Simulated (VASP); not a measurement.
**CdO (Monteponite): single point with PBE**

Crystal: CdO (Monteponite).

```xyz
2
Lattice="0.0000 2.3337 2.3337 2.3337 0.0000 2.3337 2.3337 2.3337 0.0000" Properties=species:S:1:pos:R:3 pbc="T T T"
Cd    0.0000    0.0000    0.0000
O     2.3337    2.3337    2.3337
```

```yaml
Program: VASP 6.6.1
Task: single point
Functional: PBE
Potentials_or_basis: VASP PAW PBE potentials, release 64 (Cd, O)
Cutoff: 600 eV
k_mesh: 6 × 6 × 6
Occupations: fermi-dirac, width 0.05 eV
Spin: no spin polarisation
Dipole_correction: no
Further_INCAR_settings: ALGO = Normal; EDIFF = 1e-06; NBANDS = 16
```

```json
{"Pressure": "10.8 GPa", "Band gap on the k mesh": "zero (band 9 reaches 2.23 eV, above the bottom of band 10 at 1.84 eV)"}
```

Levels at points of the mesh, in eV from the Fermi level:
```tsv
k point	band 5	band 6	band 7	band 8	band 9	band 10	band 11	band 12	band 13	band 14
(0.00, 0.00, 0.00)	-6.55	-6.55	-1.53	-1.53	-1.53	-0.51	14.90	17.06	17.06	17.06
(0.50, 0.00, 0.00)	-6.29	-6.29	-3.98	-0.12	-0.12	4.34	7.34	11.94	11.94	17.85
(0.50, 0.50, 0.00)	-6.14	-5.80	-4.60	-2.53	-2.53	3.86	8.52	11.18	13.42	13.42
```

Wall time 21 s on 1 thread of Intel Xeon 8259CL, with other jobs on the host, peak memory 0.16 GiB.

Caveat: the k points lie up to 0.39 Å⁻¹ apart.
